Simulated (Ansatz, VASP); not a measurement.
## Two plane-wave programs on SiO2

```
Si O
1.0
     4.94835    0.00000    0.00000
     0.00000    4.94835    0.00000
     0.00000    0.00000    6.87830
Si O
4 8
Direct
  0.19615 0.19615 0.00000
  0.30385 0.69615 0.75000
  0.69615 0.30385 0.25000
  0.80385 0.80385 0.50000
  0.61230 0.73752 0.68284
  0.38770 0.26248 0.18284
  0.73752 0.61230 0.31716
  0.23752 0.88770 0.93284
  0.26248 0.38770 0.81716
  0.11230 0.76248 0.56716
  0.88770 0.23752 0.06716
  0.76248 0.11230 0.43284
```

Alike in both runs: functional LDA; k mesh 6 × 6 × 4; occupations gaussian, width 0.02 eV; no spin polarisation.

Ansatz relaxed the structure, and its values are those at the end. VASP's run is a single point on that final structure, the one shown.

|  | VASP | Ansatz |
| --- | --- | --- |
| version | VASP 6.6.1 | Ansatz 0.2.0 |
| potentials or method | VASP PAW LDA potentials, release 64 (Si, O), cutoff 520 eV | scalar-relativistic, plane waves, PAW |
| valence electrons in the cell | 64 | 64 |

|  | VASP | Ansatz | Ansatz less VASP |
| --- | --- | --- | --- |
| gap on the k mesh at the Fermi level (eV) | 5.55 | 5.55 | -0.002 |
| least direct gap on the mesh (eV) | 5.55 | 5.55 | -0.002 |
| pressure (GPa) | 0.6 | 0.0 | -0.59 |
| rms of the force components (eV/Å) | 0.016 | 0.000 | -0.0158 |

LDA's correlation is that of Perdew and Zunger in VASP and of Perdew and Wang (1992) in Ansatz.
